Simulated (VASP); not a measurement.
Write the native input for VASP 6.6.1 that does the following.

| Quantity | Value |
| --- | --- |
| Task | single point |
| Functional | PBE |
| Potentials or basis | VASP PAW PBE potentials, release 64 (Hf_pv, N) |
| Cutoff | 520 eV |
| k mesh | 18 × 18 × 18 |
| Occupations | gaussian, width 0.1 eV |
| Spin | no spin polarisation |
| Dipole correction | no |
| Further INCAR settings | ALGO = Normal; EDIFF = 1e-07; NBANDS = 14 |

The structure of HfN lies in POSCAR:

```
HfN
1.0
    0.0000000000      2.2307625000      2.2590000000
    2.2872375000      0.0000000000      2.2590000000
    2.2872375000      2.2307625000      0.0000000000
Hf N
1 1
Direct
    0.0000000000      0.0000000000      0.0000000000
    0.5000000000      0.5000000000      0.5000000000
```

This cell differs from its parent crystal: strain +0.0125 x Voigt [1, -1, 0, 0, 0, 0].

One way to write it, as run:

INCAR

```
ALGO     = Normal         # electronic algorithm
EDIFF    = 1E-7           # SCF threshold, eV
ENCUT    = 520            # plane-wave cutoff, eV
GGA      = PE             # functional
ISIF     = 2              # what is computed and relaxed
ISMEAR   = 0              # smearing method
LASPH    = T              # aspherical terms in the spheres
LCHARG   = T              # write CHGCAR
LELF     = T              # ELF
LREAL    = F              # projectors in reciprocal space
LVHAR    = T            
LWAVE    = F              # write WAVECAR
NBANDS   = 14             # bands
NELM     = 100            # most SCF steps
PREC     = Accurate       # precision mode
SIGMA    = 0.1            # smearing width, eV
```

KPOINTS

```
k-points
0
Gamma
  18 18 18
```

Potentials or basis: VASP PAW PBE potentials, release 64 (Hf_pv, N).

The run is started by

```console
$ cat potpaw_PBE.64/Hf_pv/POTCAR potpaw_PBE.64/N/POTCAR > POTCAR
$ mpirun -np 1 vasp_std > vasp.out
```

It gave:

| Quantity | Value |
| --- | --- |
| Pressure | 3.4 GPa |

Caveat: the cell differs from its parent crystal (strain +0.0125 x Voigt [1, -1, 0, 0, 0, 0]).

Run time: 68 s on 1 thread of Intel(R) Xeon(R) 6975P-C (Granite Rapids) (shared host), peak memory 0.38 GiB.
